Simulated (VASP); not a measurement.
Crystal: Sb.

```
Sb
1.0
     3.30920    0.00000    0.00000
    -1.65460    2.86585    0.00000
     0.00000    0.00000    5.39623
Sb
2
Direct
  0.66667 0.33333 0.75000
  0.33333 0.66667 0.25000
```

This isn't the form of Sb at room conditions, which is rhombohedral.

Base run:

| Item | Value |
| --- | --- |
| Program | VASP 6.6.1 |
| Functional | PBEsol |
| Potentials or basis | VASP PAW PBE potentials, release 64 (Sb) |
| Cutoff | 520 eV |
| k mesh | 9 × 9 × 5 |
| Occupations | fermi-dirac, width 0.05 eV |
| Spin | no spin polarisation |

Its results: band gap on the k mesh zero (bands 5 and 6 overlap by 7.31 eV); pressure 1.0 GPa.

Q: The run is repeated on the same cell with these changes: functional from PBEsol to LDA; potentials or basis from VASP PAW PBE potentials, release 64 (Sb) to VASP PAW LDA potentials, release 64 (Sb). What comes out?

A: Band gap on the k mesh zero (bands 5 and 6 overlap by 7.20 eV); pressure -0.1 GPa.

Caveats: spin-orbit coupling is left out, which moves the levels of the heavy elements; the PAW data sets were made with another functional, which shifts forces and pressure a little (at least some runs).
